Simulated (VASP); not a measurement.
Here is a VASP 6.6.1 calculation.

Contents of INCAR:

```
SYSTEM = CuI
PREC     = Accurate       ! precision mode
ENCUT    = 520            ! plane-wave cutoff, eV
EDIFF    = 1E-6           ! SCF threshold, eV
ISMEAR   = -1             ! smearing method
SIGMA    = 0.05           ! smearing width, eV
LREAL    = .FALSE.        ! projectors in reciprocal space
LASPH    = .TRUE.         ! aspherical terms in the spheres
NELM     = 60             ! most SCF steps
ALGO     = Normal         ! electronic algorithm
ISIF     = 2              ! what is computed and relaxed
LWAVE    = .FALSE.        ! write WAVECAR
LCHARG   = .FALSE.        ! write CHGCAR
GGA      = PS             ! functional
NBANDS   = 16             ! bands
```

Contents of KPOINTS:

```
regular mesh
0
G
  13 13 13
  0 0 0
```

The input POSCAR:

```
CuI
1.0
    0.0000000000      2.7946916477      2.7946916477
    2.7946916477      0.0000000000      2.7946916477
    2.7946916477      2.7946916477      0.0000000000
Cu I
1 1
Direct
    0.0000000000      0.0000000000      0.0000000000
    0.5000000000      0.5000000000      0.5000000000
```

Potentials or basis: VASP PAW PBE potentials, release 64 (Cu, I).

Command:

```console
$ cat potpaw_PBE.64/Cu/POTCAR potpaw_PBE.64/I/POTCAR > POTCAR
$ mpirun -np 1 vasp_std > vasp.out
```

Task: Predict the pressure.

Result: 0.4 GPa.

Task: What does it give for the band gap on the k mesh?

Result: Zero (bands 9 and 10 overlap by 0.56 eV).

Caveat: the PAW data sets were made with another functional, which shifts forces and pressure a little; spin-orbit coupling is left out, which moves the levels of the heavy elements.
